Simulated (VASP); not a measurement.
# ZnS (F-43m) in VASP: a series of runs, part 2 of 2

VASP 6.6.1.

## 4. Single point, PBEsol (volume scaled by 0.880)

INCAR

```
ALGO = Normal ; EDIFF = 1E-7
ENCUT = 520 ; GGA = PS
ISIF = 2 ; ISMEAR = 0
LASPH = T ; LCHARG = F
LREAL = F ; LWAVE = F
NBANDS = 16 ; NELM = 100
PREC = Accurate ; SIGMA = 0.05
```

KPOINTS

```
k-points
0
Gamma
  8 8 8
```

POSCAR

```
ZnS
1.0
    0.0000000000      2.5665067957      2.5665067957
    2.5665067957      0.0000000000      2.5665067957
    2.5665067957      2.5665067957      0.0000000000
Zn S
1 1
Direct
    0.2500000000      0.2500000000      0.2500000000
    0.0000000000      0.0000000000      0.0000000000
```

Potentials or basis: VASP PAW PBE potentials, release 64 (Zn, S).

Launch:

```bash
cat potpaw_PBE.64/Zn/POTCAR potpaw_PBE.64/S/POTCAR > POTCAR
mpirun -np 1 vasp_std > vasp.out
```

OUTCAR:

```text
EDIFF = 1E-7
   ENCUT = 520
   GGA = PS
   ISIF = 2
   ISMEAR = 0
   LASPH = T
   LREAL = F
   NELM = 100
   PREC = Accurate

 ion  position               nearest neighbor table
   1  0.250  0.250  0.250-   2 2.22   2 2.22   2 2.22   2 2.22
   2  0.000  0.000  0.000-   1 2.22   1 2.22   1 2.22   1 2.22

  LATTYP: Found a face centered cubic cell.
 ALAT       =     5.1330135914

  Lattice vectors:

 A1 = (   0.0000000000,   2.5665067957,   2.5665067957)
 A2 = (   2.5665067957,   0.0000000000,   2.5665067957)
 A3 = (   2.5665067957,   2.5665067957,   0.0000000000)

Analysis of symmetry for initial positions (statically):
=====================================================================
 Subroutine PRICEL returns:
 Original cell was already a primitive cell.

 Routine SETGRP: Setting up the symmetry group for a
 face centered cubic supercell.

 Subroutine GETGRP returns: Found 24 space group operations
 (whereof 24 operations were pure point group operations)
 out of a pool of 48 trial point group operations.

The static configuration has the point symmetry T_d .

Analysis of symmetry for dynamics (positions and initial velocities):
=====================================================================
 Subroutine PRICEL returns:
 Original cell was already a primitive cell.

 Routine SETGRP: Setting up the symmetry group for a
 face centered cubic supercell.

 Subroutine GETGRP returns: Found 24 space group operations
 (whereof 24 operations were pure point group operations)
 out of a pool of 48 trial point group operations.

The dynamic configuration has the point symmetry T_d .

 Subroutine INISYM returns: Found 24 space group operations
 (whereof 24 operations are pure point group operations),
 and found     1 'primitive' translations
[... 103 lines left out ...]
   POTIM  = 0.5000    time-step for ionic-motion
   TEBEG  =    0.0;   TEEND  =   0.0 temperature during run
   PSTRESS=    0.0 pullay stress
   NELECT =      18.0000    total number of electrons
   NUPDOWN=      -1.0000    fix difference up-down
   EMIN   =  10.00;   EMAX   =-10.00  energy-range for DOS
   EFERMI =   0.00;   METHOD = LEGACY
   ISMEAR =     0;   SIGMA  =   0.05  broadening in eV -4-tet -1-fermi 0-gaus
   EFERMI_NEDOS =   21; number of points for ismear=-14 and -15
   IALGO  =     38    algorithm
   IMIX   =      4    mixing-type and parameters
     AMIX     =   0.40;   BMIX     =  1.00
     AMIX_MAG =   1.60;   BMIX_MAG =  1.00
  volume/ion in A,a.u.               =      16.91       114.08
  Fermi-wavevector in a.u.,A,eV,Ry     =   1.326824  2.507333 23.952531  1.760461
  Thomas-Fermi vector in A             =   2.456182
   LORBIT       =      0    0 simple, 1 ext, 2 COOP (PROOUT), +10 PAW based schemes
   GGA     = PS    functional components
   LHFCALC =     F    Hartree Fock is set to
   AEXX    =    0.0000 exact exchange contribution
   IVDW    =     0    specifies the selected vdW correction
   LEPSILON=     F    determine dielectric tensor
   LRPA    =     F    only Hartree local field effects (RPA)
 non-spin polarized calculation
 Gauss-broadening in eV      SIGMA  =   0.05
  energy-cutoff  :      520.00
  volume of cell :       33.81
 maximum number of plane-waves:       941
   NGX = 13   NGY = 13   NGZ = 13

 number of electron      17.9999995 magnetization

 Free energy of the ion-electron system (eV)
  ---------------------------------------------------
  ext. energy  EPLUGINS =         0.00000000
  ---------------------------------------------------
  free energy    TOTEN  =        -7.40860580 eV

  energy without entropy =       -7.40860580  energy(sigma->0) =       -7.40860580

 E-fermi :   3.8964     XC(G=0): -10.5922

 val. band max:        3.5960942656   @ k =   0.0000   0.0000   0.0000
 cond. band min:       6.2679242197   @ k =   0.0000   0.0000   0.0000
 fundamental gap:      2.6718299540
 Fermi energy:         3.8963780351

 k-point     1 :       0.0000    0.0000    0.0000
  band No.  band energies     occupation
      1     -10.7726      2.00000
      2      -3.5432      2.00000
      3      -3.5432      2.00000
      4      -3.5432      2.00000
      5      -2.8455      2.00000
      6      -2.8455      2.00000
[... 433 lines left out ...]
      3      -3.3075      2.00000
      4      -2.9928      2.00000
      5      -2.8336      2.00000
      6      -2.5131      2.00000
[... 8 lines left out ...]
     15      17.4922      0.00000
     16      18.5621      0.00000

 [... further k-points ...]
[... 5 lines left out ...]
  --------------------------------------------------------------------------------------
  -------------------------------------------------------------------------------------
  Total        2.8952754      2.8952754      2.8952754      0.0000000      0.0000000      0.0000000
  in kB      137.1965574    137.1965574    137.1965574      0.0000000      0.0000000      0.0000000
  external PRESSURE =     137.1965574 kB  Pullay stress =       0.0000000 kB

 VOLUME and BASIS-vectors are now :
 -----------------------------------------------------------------------------
  energy-cutoff  :      520.00
  volume of cell :       33.81
      direct lattice vectors                 reciprocal lattice vectors
     0.000000000  2.566506796  2.566506796    -0.194817329  0.194817329  0.194817329
     2.566506796  0.000000000  2.566506796     0.194817329 -0.194817329  0.194817329
     2.566506796  2.566506796  0.000000000     0.194817329  0.194817329 -0.194817329

 POSITION                                       TOTAL-FORCE (eV/Angst)
 -----------------------------------------------------------------------------------
      1.28325      1.28325      1.28325        -0.000000      0.000000     -0.000000
      0.00000      0.00000      0.00000         0.000000     -0.000000      0.000000
 -----------------------------------------------------------------------------------
    total drift:                               -0.000002     -0.000002     -0.000002

  FREE ENERGIE OF THE ION-ELECTRON SYSTEM (eV)
  ---------------------------------------------------
  free  energy   TOTEN  =        -7.4086058039 eV

  energy  without entropy=       -7.4086058039  energy(sigma->0) =       -7.40860580
```

stdout:

```text
POSCAR found type information on POSCAR ZnS
 POSCAR found :  2 types and       2 ions
 scaLAPACK will be used
 -----------------------------------------------------------------------------
|                                                                             |
|                                                                             |
|     You enforced a specific xc type in the INCAR file but a different       |
|     I HOPE YOU KNOW WHAT YOU ARE DOING!                                     |
|                                                                             |
 -----------------------------------------------------------------------------

 LDA part: xc-table for (Slater+PW92), standard interpolation
 POSCAR, INCAR and KPOINTS ok, starting setup
 FFT: planning ... GRIDC
 FFT: planning ... GRID_SOFT
 FFT: planning ... GRID
 WAVECAR not read
 entering main loop
```

It took 16 s on 1 thread of AMD EPYC 9R45 (Zen 5), shared host; peak memory 0.12 GiB.

What came out:

```yaml
Free_energy: -7.4086 eV
Pressure: 13.7 GPa
Band_gap_on_the_k_mesh: 2.67 eV, direct
```

Levels at points of the mesh, in eV from the valence-band top:
```
           k point  band 7  band 8  band 9  band 10  band 11  band 12
(0.00, 0.00, 0.00)    0.00    0.00    0.00     2.67     6.14     6.14
(0.50, 0.00, 0.00)   -6.13   -1.13   -1.13     3.47     6.69     6.69
(0.50, 0.50, 0.00)   -5.25   -2.87   -2.87     2.85     3.85    12.04
```

Caveat: the PAW data sets were made with another functional, which shifts forces and pressure a little. A k mesh can miss the band edges.

## 5. Single point, PBEsol (volume scaled by 0.920)

INCAR

```
SYSTEM = ZnS
  ALGO = Normal
  EDIFF = 1E-6
  ENCUT = 520
  GGA = PS
  ISIF = 2
  ISMEAR = 0
  LASPH = .True.
  LCHARG = .False.
  LREAL = .False.
  LWAVE = .False.
  NBANDS = 16
  NELM = 100
  PREC = Accurate
  SIGMA = 0.05
```

KPOINTS

```
k-points
0
Gamma
  8 8 8
  0 0 0
```

POSCAR

```
ZnS
1.0
    0.0000000000      2.6048185156      2.6048185156
    2.6048185156      0.0000000000      2.6048185156
    2.6048185156      2.6048185156      0.0000000000
Zn S
1 1
Direct
    0.2500000000      0.2500000000      0.2500000000
    0.0000000000      0.0000000000      0.0000000000
```

Launch:

```bash
cat potpaw_PBE.64/Zn/POTCAR potpaw_PBE.64/S/POTCAR > POTCAR
mpirun -np 1 vasp_std > vasp.out
```

Wall time 15 s (1 thread of AMD EPYC 9R45 (Zen 5), shared host); peak memory 0.13 GiB.

It converged, with:

* Free energy: -7.5130 eV
* Pressure: 8.2 GPa
* Band gap on the k mesh: 2.47 eV, direct

Levels at points of the mesh, in eV from the valence-band top:
```csv
k point,band 7,band 8,band 9,band 10,band 11,band 12
"(0.00, 0.00, 0.00)",0.00,0.00,0.00,2.47,6.20,6.20
"(0.50, 0.00, 0.00)",-5.96,-1.05,-1.05,3.39,6.74,6.74
"(0.50, 0.50, 0.00)",-5.06,-2.68,-2.68,2.97,3.90,11.67
```

Caveat: the PAW data sets were made with another functional, which shifts forces and pressure a little.

## 6. Single point, PBEsol (volume scaled by 0.960)

INCAR

```
  ALGO = Normal
  EDIFF = 1E-7
  ENCUT = 520
  GGA = PS
  ISIF = 2
  ISMEAR = 0
  LASPH = True
  LCHARG = False
  LREAL = False
  LWAVE = False
  NBANDS = 16
  NELM = 100
  PREC = Accurate
  SIGMA = 0.05
```

KPOINTS

```
k-points
0
Gamma
  8 8 8
```

POSCAR

```
ZnS
1.0
    0.0000000000      2.6420352368      2.6420352368
    2.6420352368      0.0000000000      2.6420352368
    2.6420352368      2.6420352368      0.0000000000
Zn S
1 1
Direct
    0.2500000000      0.2500000000      0.2500000000
    0.0000000000      0.0000000000      0.0000000000
```

Potentials or basis: VASP PAW PBE potentials, release 64 (Zn, S).

Launch:

```bash
cat potpaw_PBE.64/Zn/POTCAR potpaw_PBE.64/S/POTCAR > POTCAR
mpirun -np 1 vasp_std > vasp.out
```

Wall time 18 s (1 thread of AMD EPYC 9R45 (Zen 5), shared host); peak memory 0.12 GiB.

It converged, with:

```
Free energy            : -7.5699 eV
Pressure               : 3.8 GPa
Band gap on the k mesh : 2.27 eV, direct
```

Levels at points of the mesh, in eV from the valence-band top:
| k point | band 5 | band 6 | band 7 | band 8 | band 9 | band 10 | band 11 | band 12 | band 13 | band 14 |
| --- | --- | --- | --- | --- | --- | --- | --- | --- | --- | --- |
| (0.00, 0.00, 0.00) | -6.09 | -6.09 | 0.00 | 0.00 | 0.00 | 2.27 | 6.25 | 6.25 | 6.25 | 11.81 |
| (0.50, 0.00, 0.00) | -6.05 | -5.91 | -5.78 | -0.98 | -0.98 | 3.32 | 6.79 | 6.79 | 8.93 | 12.29 |
| (0.50, 0.50, 0.00) | -6.00 | -5.85 | -4.88 | -2.51 | -2.51 | 3.08 | 3.94 | 11.33 | 12.34 | 12.34 |

Caveat: the PAW data sets were made with another functional, which shifts forces and pressure a little.

## 7. The runs side by side

```tsv
cell	gap on the mesh (eV)	pressure (GPa)
a = 3.516 Å, angles 60.0°, 2 atoms	2.57	29.3
a = 3.574 Å, angles 60.0°, 2 atoms	2.72	20.6
a = 3.630 Å, angles 60.0°, 2 atoms	2.67	13.7
a = 3.684 Å, angles 60.0°, 2 atoms	2.47	8.2
a = 3.736 Å, angles 60.0°, 2 atoms	2.27	3.8
```

Alike in all rows: task single point; level PBEsol; potentials or basis VASP PAW PBE potentials, release 64 (Zn, S); no spin polarisation; k mesh 8 × 8 × 8; cutoff (eV) 520; smearing gaussian 0.05 eV.

Caveats: the PAW data sets were made with another functional, which shifts forces and pressure a little.

Absolute energies hang on the potentials; compare differences alone.
